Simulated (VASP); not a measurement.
Runs of VASP 6.6.1 on MnSb. It takes space group Fm-3m (No. 225, cubic). The conventional cell has a = 5.590 Å, b = 5.590 Å, c = 5.590 Å, α = 90.00°, β = 90.00°, γ = 90.00°. Sb (site symmetry m-3m) has 6 Mn at 2.80 Å within 3.7 Å. Mn (site symmetry m-3m) has 6 Sb at 2.80 Å within 3.7 Å. 

| fixed moment (μB) | k mesh | pressure (GPa) | moment (μB) |
| --- | --- | --- | --- |
| 6.0 | 7 × 7 × 7 | 16.4 | 6.00 |
| - | 8 × 8 × 8 | -0.4 | (b) |
| 4.0 | 7 × 7 × 7 | 0.7 | 4.00 |
| 1.0 | 7 × 7 × 7 | -12.1 | 1.00 |
| 3.0 | 7 × 7 × 7 | (a) | 3.00 |

Alike in all rows: task single point; level PBE; potentials or basis VASP PAW PBE potentials, release 64 (Sb, Mn_pv); spin collinear, ferromagnetic start; cell as given; cutoff (eV) 520; smearing fermi-dirac 0.05 eV.

Fill in the values left out.

(a) -4.9; (b) 3.84.

Caveats: a cell with one magnetic atom can't hold antiferromagnetic order, which such compounds often take; the total moment is fixed, so each spin has its own Fermi level (some runs).
